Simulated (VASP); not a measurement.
## LiSi2N2: relaxation of cell and atoms with PBE

The system is LiSi2N2.

```xyz
5
Lattice="-1.8588 1.8588 4.3131 1.8588 -1.8588 4.3131 1.8588 1.8588 -4.3131" Properties=species:S:1:pos:R:3 pbc="T T T"
Li    0.0000    0.0000    0.0000
Si    0.0000    0.0000    3.1313
Si    0.0000    0.0000    5.4949
N     0.0000    1.8588    2.1566
N     1.8588    0.0000    2.1566
```

```yaml
Program: VASP 6.6.1
Task: relaxation of cell and atoms
Functional: PBE
Potentials_or_basis: VASP PAW PBE potentials, release 64 (Li_sv, Si, N)
Cutoff: 600 eV
k_mesh: 6 × 6 × 6
Occupations: gaussian, width 0.1 eV
Spin: no spin polarisation
Dipole_correction: no
Further_INCAR_settings: ALGO = Normal; EDIFF = 1e-06; IBRION = 2; EDIFFG = -0.04; NSW = 90; ISIF = 3
```

```json
{"Relaxed volume": "10.00 Å³/atom", "Relaxed cell": "a = 4.577 Å, b = 4.577 Å, c = 4.577 Å, α = 133.25°, β = 133.25°, γ = 68.26°", "Space group after relaxing (to 0.05 Å)": "I4/mmm (No. 139)", "Energy gained by relaxing": "369.6 meV/atom", "Ionic steps": "9", "Pressure after relaxing": "-0.1 GPa", "Largest force after relaxing": "0.015 eV/Å"}
```

Forces in eV/Å, atoms in the order of the input:
```
Li   0.000  0.000  0.000
Si   0.000  0.000 -0.015
Si   0.000  0.000  0.015
N    0.000  0.000  0.000
N    0.000  0.000  0.000
```

Stress tensor (GPa, compression positive):
```
 0.04  0.00  0.00
 0.00  0.04  0.00
 0.00  0.00 -0.37
```

The path:
```csv
step,energy change (eV),largest force (eV/Å),pressure (GPa),volume (Å³)
1,0.0000,3.8905,-19.33,59.61
2,-1.6621,0.1964,10.14,48.00
3,-1.6737,0.6263,6.66,48.75
4,-1.8121,0.9770,-0.60,50.21
5,-1.8364,0.5061,1.23,49.84
6,-1.8365,0.4795,1.33,49.82
7,-1.8450,0.2008,-1.43,50.38
8,-1.8470,0.0101,-0.64,50.21
9,-1.8480,0.0151,-0.10,49.98
```

Final structure:
```
Li Si N
1.0
    -1.81602    1.81602    3.78894
     1.81602   -1.81602    3.78894
     1.81602    1.81602   -3.78894
Li Si N
1 2 2
Cartesian
  0.0000 0.0000 7.5779
  0.0000 0.0000 2.5780
  1.8160 1.8160 1.2109
  0.0000 1.8160 1.8945
  1.8160 0.0000 1.8945
```

Levels at points of the mesh, in eV from the Fermi level:
```tsv
k point	band 7	band 8	band 9	band 10	band 11	band 12	band 13	band 14
(0.00, 0.00, 0.00)	-7.39	-4.64	-4.36	-4.36	-2.82	0.01	0.01	2.31
(0.50, 0.00, 0.00)	-7.47	-7.28	-7.03	-3.42	1.21	2.71	3.18	3.45
(0.50, 0.50, 0.00)	-6.29	-5.63	-2.96	-2.92	-0.78	0.67	2.95	3.30
(0.50, 0.50, 0.50)	-4.17	-4.17	-3.85	-3.35	-0.99	0.65	3.05	3.05
```

Wall time 85 s on 1 thread of Intel(R) Xeon(R) 6975P-C (Granite Rapids), with other jobs on the host, peak memory 0.25 GiB.

Caveat: the k points lie up to 0.41 Å⁻¹ apart in the final cell; the cutoff is under 1.25 times the usual one of these potentials, so pressure, stress and relaxed cells hold a basis-set (Pulay) error; the volume moved by over 15 % at a fixed basis, so the end points are rough.
